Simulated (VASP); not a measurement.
# Ir (I4/mmm) in VASP: a series of runs

Ir is run at these levels: PBE; tasks: single point.

All numbers are computed with VASP 6.6.1; they aren't measurements. Logs are shortened: lines on timing, memory, paths and dates and some standing lists are left out, and cuts for length are marked.

### Step 1. The cell of the first run

The structure is tetragonal, space group I4/mmm (No. 139). Conventional cell: a = 3.097 Å, b = 3.097 Å, c = 3.216 Å, α = 90.00°, β = 90.00°, γ = 90.00°. Ir (site symmetry 4/mmm) has 14 Ir at 2.72 to 3.22 Å within 3.6 Å.

### Step 2. Single point, PBE (15.42 Å³/atom)

File INCAR:

```
ALGO = Normal ; EDIFF = 1E-7
ENCUT = 520 ; GGA = PE
ISIF = 2 ; ISMEAR = 0
LASPH = True ; LCHARG = False
LREAL = False ; LWAVE = False
NBANDS = 10 ; NELM = 80
PREC = Accurate ; SIGMA = 0.15
```

File KPOINTS:

```
k-points
0
Gamma
  22 22 22
```

File POSCAR:

```
Ir
1.0
    0.0000000000      2.1898400365      1.6079995388
    2.1898400365      0.0000000000      1.6079995388
    2.1898400365      2.1898400365      0.0000000000
Ir
1
Direct
    0.0000000000      0.0000000000      0.0000000000
```

Potentials or basis: VASP PAW PBE potentials, release 64 (Ir).

Command:

```
cat potpaw_PBE.64/Ir/POTCAR > POTCAR
mpirun -np 1 vasp_std > vasp.out
```

OUTCAR:

```text
EDIFF = 1E-7
   ENCUT = 520
   GGA = PE
   ISIF = 2
   ISMEAR = 0
   LASPH = True
   LREAL = False
   NELM = 80
   PREC = Accurate

 ion  position               nearest neighbor table
   1  0.000  0.000  0.000-

  LATTYP: Found a body centered tetragonal cell.
 ALAT       =     3.0969014790
 C/A-ratio  =     1.0384570188

  Lattice vectors:

 A1 = (   0.0000000000,  -2.1898400365,  -1.6079995388)
 A2 = (   0.0000000000,   2.1898400365,  -1.6079995388)
 A3 = (   2.1898400365,   0.0000000000,   1.6079995388)

Analysis of symmetry for initial positions (statically):
=====================================================================
 Subroutine PRICEL returns:
 Original cell was already a primitive cell.

 Routine SETGRP: Setting up the symmetry group for a
 body centered tetragonal supercell.

 Subroutine GETGRP returns: Found 16 space group operations
 (whereof 16 operations were pure point group operations)
 out of a pool of 16 trial point group operations.

The static configuration has the point symmetry D_4h.

Analysis of symmetry for dynamics (positions and initial velocities):
=====================================================================
 Subroutine PRICEL returns:
 Original cell was already a primitive cell.

 Routine SETGRP: Setting up the symmetry group for a
 body centered tetragonal supercell.

 Subroutine GETGRP returns: Found 16 space group operations
 (whereof 16 operations were pure point group operations)
 out of a pool of 16 trial point group operations.

The dynamic configuration has the point symmetry D_4h.

 Subroutine INISYM returns: Found 16 space group operations
 (whereof 16 operations are pure point group operations),
 and found     1 'primitive' translations

----------------------------------------------------------------------------------------

                                     Primitive cell

  volume of cell :      15.4220

  direct lattice vectors                    reciprocal lattice vectors
     0.000000000  2.189840037  1.607999539    -0.228327180  0.228327180  0.310945363
     2.189840037  0.000000000  1.607999539     0.228327180 -0.228327180  0.310945363
     2.189840037  2.189840037  0.000000000     0.228327180  0.228327180 -0.310945363

  length of vectors
     2.716810980  2.716810980  3.096901479     0.448278508  0.448278508  0.448278508

  position of ions in fractional coordinates (direct lattice)
     0.000000000  0.000000000  0.000000000

  ion indices of the primitive-cell ions
   primitive index   ion index
                 1           1

----------------------------------------------------------------------------------------

 KPOINTS: k-points

Automatic generation of k-mesh.
 Grid dimensions read from file:
 generate k-points for:   22   22   22

 Generating k-lattice:

  Cartesian coordinates                     Fractional coordinates (reciprocal lattice)
    -0.010378508  0.010378508  0.014133880     0.045454545  0.000000000  0.000000000
     0.010378508 -0.010378508  0.014133880     0.000000000  0.045454545  0.000000000
     0.010378508  0.010378508 -0.014133880    -0.000000000 -0.000000000  0.045454545

  Length of vectors
     0.020376296  0.020376296  0.020376296

  Shift w.r.t. Gamma in fractional coordinates (k-lattice)
     0.000000000  0.000000000  0.000000000

 Subroutine IBZKPT returns following result:
 ===========================================

 Found    834 irreducible k-points:

 Following reciprocal coordinates:
            Coordinates               Weight
  0.000000  0.000000  0.000000      1.000000
  0.045455 -0.000000  0.000000      8.000000
  0.090909 -0.000000  0.000000      8.000000
  0.136364  0.000000  0.000000      8.000000
  0.181818  0.000000  0.000000      8.000000
  0.227273 -0.000000  0.000000      8.000000
[... 16 lines left out ...]
  0.500000  0.045455  0.000000      8.000000
 -0.454545  0.045455  0.000000      8.000000
 [... further k-points ...]
   k-points           NKPTS =    834   k-points in BZ     NKDIM =    834   number of bands    NBANDS=     10
   number of dos      NEDOS =    301   number of ions     NIONS =      1
   total plane-waves  NPLWV =   9600
   dimension x,y,z NGX =    20 NGY =   20 NGZ =   24
   dimension x,y,z NGXF=    40 NGYF=   40 NGZF=   48
   ions per type =               1
   NGX,Y,Z   is equivalent  to a cutoff of  12.24, 12.24, 12.88 a.u.
   NGXF,Y,Z  is equivalent  to a cutoff of  24.48, 24.48, 25.77 a.u.
 SYSTEM =  unknown system
   PREC   = accura    normal or accurate (medium, high low for compatibility)
   ISTART =      0    job   : 0-new  1-cont  2-samecut
   ICHARG =      2    charge: 1-file 2-atom 10-const
   ISPIN  =      1    spin polarized calculation?
   LNONCOLLINEAR =      F non collinear calculations
   LSORBIT =      F    spin-orbit coupling
   LASPH  =      T    aspherical Exc in radial PAW
   ENCUT  =  520.0 eV  38.22 Ry    6.18 a.u.   5.05  5.05  5.76*2*pi/ulx,y,z
   NELM   =     80;   NELMIN=  2; NELMDL= -5     # of ELM steps
   EDIFF  = 0.1E-06   stopping-criterion for ELM
   LREAL  =      F    real-space projection
   EDIFFG = 0.1E-05   stopping-criterion for IOM
   NSW    =      0    number of steps for IOM
   IBRION =     -1    ionic relax: 0-MD 1-quasi-New 2-CG
   NFREE  =      0    steps in history (QN), initial steepest desc. (CG)
   ISIF   =      2    stress and relaxation
   ISYM   =      2    0-nonsym 1-usesym 2-fastsym
   POTIM  = 0.5000    time-step for ionic-motion
   TEBEG  =    0.0;   TEEND  =   0.0 temperature during run
   PSTRESS=    0.0 pullay stress
   NELECT =       9.0000    total number of electrons
   NUPDOWN=      -1.0000    fix difference up-down
   EMIN   =  10.00;   EMAX   =-10.00  energy-range for DOS
   EFERMI =   0.00;   METHOD = LEGACY
   ISMEAR =     0;   SIGMA  =   0.15  broadening in eV -4-tet -1-fermi 0-gaus
   EFERMI_NEDOS =   21; number of points for ismear=-14 and -15
   IALGO  =     38    algorithm
   IMIX   =      4    mixing-type and parameters
     AMIX     =   0.40;   BMIX     =  1.00
     AMIX_MAG =   1.60;   BMIX_MAG =  1.00
  volume/ion in A,a.u.               =      15.42       104.07
  Fermi-wavevector in a.u.,A,eV,Ry     =   1.368071  2.585280 25.464928  1.871619
  Thomas-Fermi vector in A             =   2.494068
   LORBIT       =      0    0 simple, 1 ext, 2 COOP (PROOUT), +10 PAW based schemes
   GGA     = PE    functional components
   LHFCALC =     F    Hartree Fock is set to
   AEXX    =    0.0000 exact exchange contribution
   IVDW    =     0    specifies the selected vdW correction
   LEPSILON=     F    determine dielectric tensor
   LRPA    =     F    only Hartree local field effects (RPA)
 non-spin polarized calculation
 Gauss-broadening in eV      SIGMA  =   0.15
  energy-cutoff  :      520.00
  volume of cell :       15.42
 maximum number of plane-waves:       430
   NGX = 11   NGY = 11   NGZ = 11

 number of electron       9.0000000 magnetization

 Free energy of the ion-electron system (eV)
  ---------------------------------------------------
  ext. energy  EPLUGINS =         0.00000000
  ---------------------------------------------------
  free energy    TOTEN  =        -8.24804473 eV

  energy without entropy =       -8.22010243  energy(sigma->0) =       -8.23407358

 E-fermi :   8.7489     XC(G=0): -13.4611

 val. band max:        8.7477253154   @ k =   0.4545   0.0455   0.3182
 cond. band min:       8.7490256224   @ k =  -0.4091   0.1818   0.4091
 fundamental gap:      0.0013003070
 Fermi energy:         8.7489172160

 k-point     1 :       0.0000    0.0000    0.0000
  band No.  band energies     occupation
      1      -1.2319      2.00000
      2       5.3849      2.00000
      3       5.3849      2.00000
      4       5.6983      2.00000
      5       7.9756      2.00000
      6       8.5396      1.95158
      7      25.1780      0.00000
      8      25.9441      0.00000
      9      25.9441      0.00000
     10      35.5565      0.00000

 k-point     2 :       0.0455   -0.0000    0.0000
  band No.  band energies     occupation
      1      -1.1437      2.00000
      2       5.3852      2.00000
      3       5.3976      2.00000
      4       5.7231      2.00000
      5       7.9384      2.00000
      6       8.5219      1.96764
      7      25.2744      0.00000
      8      26.0038      0.00000
      9      26.0785      0.00000
     10      34.2785      0.00000

 k-point     3 :       0.0909   -0.0000    0.0000
  band No.  band energies     occupation
      1      -0.8841      2.00000
      2       5.3538      2.00000
      3       5.3810      2.00000
      4       5.8823      2.00000
      5       7.8361      2.00000
      6       8.4850      1.98716
      7      25.5077      0.00000
      8      26.1274      0.00000
      9      26.4752      0.00000
     10      32.8745      0.00000

 k-point     4 :       0.1364    0.0000    0.0000
  band No.  band energies     occupation
      1      -0.4702      2.00000
      2       5.2118      2.00000
      3       5.3606      2.00000
      4       6.2242      2.00000
      5       7.7071      2.00000
      6       8.4544      1.99451
      7      25.7106      0.00000
      8      26.1070      0.00000
      9      27.1142      0.00000
     10      31.8657      0.00000
[... 222 lines left out ...]
 k-point    22 :       0.4545    0.0455    0.0000
  band No.  band energies     occupation
      1       1.9252      2.00000
      2       4.0536      2.00000
      3       7.4867      2.00000
      4       7.8319      2.00000
      5       9.5126      0.00000
      6      10.5662      0.00000
      7      16.5125      0.00000
      8      22.2539      0.00000
      9      25.4769      0.00000
     10      32.6317      0.00000

 k-point    23 :       0.5000    0.0455    0.0000
  band No.  band energies     occupation
      1       1.9171      2.00000
      2       4.0227      2.00000
      3       7.6435      2.00000
      4       7.8818      2.00000
      5       9.7394      0.00000
      6      10.7226      0.00000
      7      15.9951      0.00000
      8      22.1284      0.00000
      9      25.2239      0.00000
     10      32.4569      0.00000

 k-point    24 :      -0.4545    0.0455    0.0000
  band No.  band energies     occupation
      1       1.9240      2.00000
      2       4.0473      2.00000
      3       7.3772      2.00000
      4       8.0516      2.00000
      5       9.4885      0.00000
      6      10.5532      0.00000
      7      16.4403      0.00000
      8      22.2252      0.00000
      9      25.5068      0.00000
     10      32.4571      0.00000

 [... further k-points ...]
[... 5 lines left out ...]
  --------------------------------------------------------------------------------------
  -------------------------------------------------------------------------------------
  Total       -1.3154023     -1.3154023      0.5304299      0.0000000     -0.0000000     -0.0000000
  in kB     -136.6559306   -136.6559306     55.1058683      0.0000000     -0.0000000     -0.0000000
  external PRESSURE =     -72.7353310 kB  Pullay stress =       0.0000000 kB

 VOLUME and BASIS-vectors are now :
 -----------------------------------------------------------------------------
  energy-cutoff  :      520.00
  volume of cell :       15.42
      direct lattice vectors                 reciprocal lattice vectors
     0.000000000  2.189840037  1.607999539    -0.228327180  0.228327180  0.310945363
     2.189840037  0.000000000  1.607999539     0.228327180 -0.228327180  0.310945363
     2.189840037  2.189840037  0.000000000     0.228327180  0.228327180 -0.310945363

 POSITION                                       TOTAL-FORCE (eV/Angst)
 -----------------------------------------------------------------------------------
      0.00000      0.00000      0.00000         0.000000      0.000000     -0.000000
 -----------------------------------------------------------------------------------
    total drift:                               -0.000000      0.000000      0.000000

  FREE ENERGIE OF THE ION-ELECTRON SYSTEM (eV)
  ---------------------------------------------------
  free  energy   TOTEN  =        -8.2480447269 eV

  energy  without entropy=       -8.2201024274  energy(sigma->0) =       -8.23407358
```

Run time: 39 s. Hardware: 1 thread of Intel Xeon 6975P-C (Granite Rapids), shared host; peak memory 0.25 GiB.

What came out:

```yaml
Free_energy: -8.2480 eV
Pressure: -7.3 GPa
Band_gap_on_the_k_mesh: zero (an odd number of electrons rules out a gap without spin polarisation)
```

Caveat: the cell stands under tension; spin-orbit coupling is left out, which moves the levels of the heavy elements.

### Step 3. Single point, PBE (15.65 Å³/atom)

This run uses another cell than the first one, of 15.65 Å³/atom.

File INCAR:

```
SYSTEM = Ir
PREC = Accurate
ENCUT = 520
EDIFF = 1E-6
ISMEAR = 0
SIGMA = 0.15
LREAL = .FALSE.
LASPH = .TRUE.
NELM = 100
ALGO = Normal
ISIF = 2
LWAVE = .FALSE.
LCHARG = .FALSE.
GGA = PE
NBANDS = 10
```

File KPOINTS:

```
regular mesh
0
G
  22 22 22
  0 0 0
```

File POSCAR:

```
Ir
1.0
    0.0000000000      2.2389159844      1.5614200075
    2.2389159844      0.0000000000      1.5614200075
    2.2389159844      2.2389159844      0.0000000000
Ir
1
Direct
    0.0000000000      0.0000000000      0.0000000000
```

Potentials or basis: VASP PAW PBE potentials, release 64 (Ir).

Command:

```
cat potpaw_PBE.64/Ir/POTCAR > POTCAR
mpirun -np 1 vasp_std > vasp.out
```

Wall time 34 s (1 thread of Intel Xeon 6975P-C (Granite Rapids), shared host); peak memory 0.25 GiB.

The run converged. Its results:

| Quantity | Value |
| --- | --- |
| Free energy | -8.2144 eV |
| Pressure | -10.7 GPa |
| Band gap on the k mesh | zero (an odd number of electrons rules out a gap without spin polarisation) |

Stress tensor (GPa, compression positive):
```
 -8.39   0.00   0.00
  0.00  -8.39   0.00
  0.00   0.00 -15.41
```

Levels at points of the mesh, in eV from the Fermi level:
| k point | band 2 | band 3 | band 4 | band 5 | band 6 | band 7 |
| --- | --- | --- | --- | --- | --- | --- |
| (0.00, 0.00, 0.00) | -3.26 | -3.15 | -3.15 | -0.56 | -0.34 | 16.82 |
| (0.50, 0.00, 0.00) | -4.86 | -0.57 | -0.01 | 0.13 | 2.01 | 7.25 |
| (0.50, 0.50, 0.00) | -6.23 | 1.35 | 1.35 | 1.42 | 7.54 | 7.54 |
| (0.50, 0.00, 0.50) | -4.73 | -0.75 | -0.06 | 0.04 | 1.97 | 7.14 |

Caveat: the cell stands under tension; spin-orbit coupling is left out, which moves the levels of the heavy elements.

### Step 4. Single point, PBE (15.65 Å³/atom)

This run uses another cell than the first one, of 15.65 Å³/atom.

File INCAR:

```
SYSTEM = Ir
ALGO = Fast
EDIFF = 1E-6
ENCUT = 520
GGA = PE
ISIF = 2
ISMEAR = 0
LASPH = .True.
LCHARG = .False.
LREAL = .False.
LWAVE = .False.
NBANDS = 10
NELM = 100
PREC = Accurate
SIGMA = 0.15
```

File KPOINTS:

```
k-points
0
Gamma
  22 22 22
  0 0 0
```

File POSCAR:

```
Ir
1.0
    0.0000000000      2.2776745545      1.5087316249
    2.2776745545      0.0000000000      1.5087316249
    2.2776745545      2.2776745545      0.0000000000
Ir
1
Direct
    0.0000000000      0.0000000000      0.0000000000
```

Command:

```
cat potpaw_PBE.64/Ir/POTCAR > POTCAR
mpirun -np 1 vasp_std > vasp.out
```

Wall time 85 s (1 thread of Intel Xeon Platinum 8559C (Emerald Rapids), shared host); peak memory 0.25 GiB.

It converged, with:

```yaml
Free_energy: -8.2730 eV
Pressure: -11.8 GPa
Band_gap_on_the_k_mesh: zero (an odd number of electrons rules out a gap without spin polarisation)
```

Stress tensor (GPa, compression positive):
```
 -3.23   0.00   0.00
  0.00  -3.23   0.00
  0.00   0.00 -28.79
```

Levels at points of the mesh, in eV from the Fermi level:
```tsv
k point	band 1	band 2	band 3	band 4	band 5	band 6	band 7	band 8	band 9
(0.00, 0.00, 0.00)	-9.81	-3.53	-2.95	-2.95	-1.00	0.01	16.50	16.50	17.92
(0.50, 0.00, 0.00)	-6.69	-5.00	-0.51	0.26	0.27	2.02	7.41	12.82	15.68
(0.50, 0.50, 0.00)	-6.29	-6.19	1.29	1.29	1.59	7.05	7.05	9.08	13.42
(0.50, 0.00, 0.50)	-6.80	-4.34	-1.22	-0.18	-0.14	1.87	6.88	13.57	17.31
```

Caveat: the cell stands under tension; spin-orbit coupling is left out, which moves the levels of the heavy elements.

### Step 5. Single point, PBE (15.65 Å³/atom)

This run uses another cell than the first one, of 15.65 Å³/atom.

File INCAR:

```
PREC     = Accurate       # precision mode
ENCUT    = 520            # plane-wave cutoff, eV
EDIFF    = 1E-6           # SCF threshold, eV
ISMEAR   = 0              # smearing method
SIGMA    = 0.15           # smearing width, eV
LREAL    = F              # projectors in reciprocal space
LASPH    = T              # aspherical terms in the spheres
NELM     = 80             # most SCF steps
ALGO     = Normal         # electronic algorithm
ISIF     = 2              # what is computed and relaxed
LWAVE    = F              # write WAVECAR
LCHARG   = T              # write CHGCAR
GGA      = PE             # functional
LELF     = T              # ELF
LVHAR    = T            
NBANDS   = 10             # bands
```

File KPOINTS:

```
regular mesh
0
Gamma
  22 22 22
```

File POSCAR:

```
Ir
1.0
    0.0000000000      2.2007663408      1.6160227241
    2.2007663408      0.0000000000      1.6160227241
    2.2007663408      2.2007663408      0.0000000000
Ir
1
Direct
    0.0000000000      0.0000000000      0.0000000000
```

Command:

```
cat potpaw_PBE.64/Ir/POTCAR > POTCAR
mpirun -np 1 vasp_std > vasp.out
```

Wall time 51 s (1 thread of Intel Xeon Platinum 8559C (Emerald Rapids), shared host); peak memory 0.24 GiB.

The run converged. Its results:

```
Free energy            : -8.2347 eV
Pressure               : -11.2 GPa
Band gap on the k mesh : zero (an odd number of electrons rules out a gap without spin polarisation)
```

Stress tensor (GPa, compression positive):
```
-17.29   0.00   0.00
  0.00 -17.29   0.00
  0.00   0.00   1.04
```

Levels at points of the mesh, in eV from the Fermi level:
| k point | band 1 | band 2 | band 3 | band 4 | band 5 | band 6 | band 7 | band 8 |
| --- | --- | --- | --- | --- | --- | --- | --- | --- |
| (0.00, 0.00, 0.00) | -9.83 | -3.29 | -3.29 | -2.98 | -0.75 | -0.20 | 16.42 | 17.18 |
| (0.50, 0.00, 0.00) | -6.77 | -4.70 | -0.85 | -0.03 | 0.02 | 1.94 | 7.11 | 13.17 |
| (0.50, 0.50, 0.00) | -6.27 | -6.23 | 1.25 | 1.43 | 1.43 | 6.93 | 8.06 | 8.06 |
| (0.50, 0.00, 0.50) | -6.71 | -5.06 | -0.31 | 0.05 | 0.25 | 2.05 | 7.41 | 12.75 |

Caveat: the cell stands under tension; spin-orbit coupling is left out, which moves the levels of the heavy elements.

### Step 6. The runs side by side

| cell | gap on the mesh (eV) | pressure (GPa) |
| --- | --- | --- |
| a = 2.717, b = 2.717, c = 3.097 Å, angles 55.3, 55.3, 69.5°, 1 atom | none | -7.3 |
| a = 2.730, b = 2.730, c = 3.166 Å, angles 54.6, 54.6, 70.9°, 1 atom | none | -10.7 |
| a = 2.732, b = 2.732, c = 3.221 Å, angles 53.9, 53.9, 72.2°, 1 atom | none | -11.8 |
| a = 2.730, b = 2.730, c = 3.112 Å, angles 55.3, 55.3, 69.5°, 1 atom | none | -11.2 |

Alike in all rows: task single point; level PBE; potentials or basis VASP PAW PBE potentials, release 64 (Ir); no spin polarisation; k mesh 22 × 22 × 22; cutoff (eV) 520; smearing gaussian 0.15 eV.

Caveats: the cell stands under tension; spin-orbit coupling is left out, which moves the levels of the heavy elements.

Total energies depend on the potentials used, so only differences within one code and one set of settings carry meaning.
